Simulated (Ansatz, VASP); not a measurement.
# One calculation of LiCl, two programs

INCAR

```
SYSTEM = LiCl
ALGO     = Normal         ! electronic algorithm
EDIFF    = 1E-6           ! SCF threshold, eV
ENCUT    = 520            ! plane-wave cutoff, eV
GGA      = PE             ! functional
ISIF     = 2              ! what is computed and relaxed
ISMEAR   = 0              ! smearing method
LASPH    = .TRUE.         ! aspherical terms in the spheres
LCHARG   = .FALSE.        ! write CHGCAR
LREAL    = .FALSE.        ! projectors in reciprocal space
LWAVE    = .FALSE.        ! write WAVECAR
NBANDS   = 42             ! bands
NELM     = 60             ! most SCF steps
PREC     = Accurate       ! precision mode
SIGMA    = 0.1            ! smearing width, eV
```

Contents of KPOINTS:

```
k-points
0
G
  6 6 1
  0 0 0
```

POSCAR

```
LiCl
1.0
    3.9062182968      0.0000000000      0.0000000000
   -1.9531091484      3.3828842778      0.0000000000
    0.0000000000      0.0000000000     19.0281552660
Li Cl
6 6
Direct
    1.0000000000      0.0000000000      0.1875685125
    0.0000000000      0.0000000000      0.6875685125
    0.3333333333      0.6666666667      0.5205812156
    0.6666666667      0.3333333333      0.0205812156
    0.3333333333      0.6666666667      0.8535168017
    0.6666666667      0.3333333333      0.3535168017
    0.0000000000      0.0000000000      0.3128182055
    0.0000000000      0.0000000000      0.8128182055
    0.3333333333      0.6666666667      0.9792553037
    0.6666666667      0.3333333333      0.4792553037
    0.3333333333      0.6666666667      0.6462599609
    0.6666666667      0.3333333333      0.1462599609
```

Input for Ansatz:

```yaml
crystal:
  lattice:
    - [3.9062182968, 0.0, 0.0]
    - [-1.9531091484, 3.3828842778, 0.0]
    - [0.0, 0.0, 19.028155266]
  atoms:
    - { symbol: Li, position: [1.0, 0.0, 0.1875685125] }
    - { symbol: Li, position: [0.0, 0.0, 0.6875685125] }
    - { symbol: Li, position: [0.3333333333, 0.6666666667, 0.5205812156] }
    - { symbol: Li, position: [0.6666666667, 0.3333333333, 0.0205812156] }
    - { symbol: Li, position: [0.3333333333, 0.6666666667, 0.8535168017] }
    - { symbol: Li, position: [0.6666666667, 0.3333333333, 0.3535168017] }
    - { symbol: Cl, position: [0.0, 0.0, 0.3128182055] }
    - { symbol: Cl, position: [0.0, 0.0, 0.8128182055] }
    - { symbol: Cl, position: [0.3333333333, 0.6666666667, 0.9792553037] }
    - { symbol: Cl, position: [0.6666666667, 0.3333333333, 0.4792553037] }
    - { symbol: Cl, position: [0.3333333333, 0.6666666667, 0.6462599609] }
    - { symbol: Cl, position: [0.6666666667, 0.3333333333, 0.1462599609] }
basis:
  ecutwfc: 420
kpoints:
  mp_grid: { grid: [6, 6, 1] }
hamiltonian:
  xc: pbe
scf:
  occupations: { method: gaussian, width: 0.1 }
  lower_state_search: "off"
output:
  forces: true
  stress: true
  eigenvalues: true
```

Alike in both runs: task single point; functional PBE; k mesh 6 × 6 × 1; occupations gaussian, width 0.1 eV; no spin polarisation.

|  | VASP | Ansatz |
| --- | --- | --- |
| version | VASP 6.6.1 | Ansatz 0.2.0 |
| potentials or method | VASP PAW PBE potentials, release 64 (Li_sv, Cl), cutoff 520 eV | scalar-relativistic, plane waves, PAW |
| valence electrons in the cell | 60 | 60 |

Ansatz gave:

- gap on the k mesh at the Fermi level (eV): 5.95
- least direct gap on the mesh (eV): 5.95

**Question.** Estimate VASP's values.

**Answer.** gap on the k mesh at the Fermi level (eV): 5.96; least direct gap on the mesh (eV): 5.96.

The functional is the same, so the differences come from potentials, cutoffs and numerics.

Noted on VASP's run: the cutoff is short for stress, so the pressure is rough.
